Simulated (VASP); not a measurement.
Write the native input for VASP 6.6.1 that does the following.

```
Task                   : single point
Functional             : PBE
Potentials or basis    : VASP PAW PBE potentials, release 64 (Sc_sv)
Cutoff                 : 520 eV
k mesh                 : 16 × 16 × 16
Occupations            : fermi-dirac, width 0.05 eV
Spin                   : no spin polarisation
Dipole correction      : no
Further INCAR settings : ALGO = Normal; EDIFF = 1e-06; NBANDS = 12
```

The structure of Sc lies in POSCAR:

```
Sc
1.0
   -1.7075383128      1.7075383128      1.7075383128
    1.7075383128     -1.7075383128      1.7075383128
    1.7075383128      1.7075383128     -1.7075383128
Sc
1
Direct
    0.0000000000      0.0000000000      0.0000000000
```

These files were run (other wordings do the same):

INCAR

```
SYSTEM = Sc
PREC = Accurate
ENCUT = 520
EDIFF = 1E-6
ISMEAR = -1
SIGMA = 0.05
LREAL = .False.
LASPH = .True.
NELM = 80
ALGO = Normal
ISIF = 2
LWAVE = .False.
LCHARG = .False.
GGA = PE
NBANDS = 12
```

KPOINTS

```
Automatic mesh
0
Gamma
  16 16 16
  0 0 0
```

Potentials or basis: VASP PAW PBE potentials, release 64 (Sc_sv).

Command:

```sh
$ cat potpaw_PBE.64/Sc_sv/POTCAR > POTCAR
$ mpirun -np 1 vasp_std > vasp.out
```

It gave:

| Quantity | Value |
| --- | --- |
| Pressure | 16.7 GPa |

Run time: 19 s on 1 thread of Intel(R) Xeon(R) Platinum 8488C (Sapphire Rapids) (shared host), peak memory 0.15 GiB.
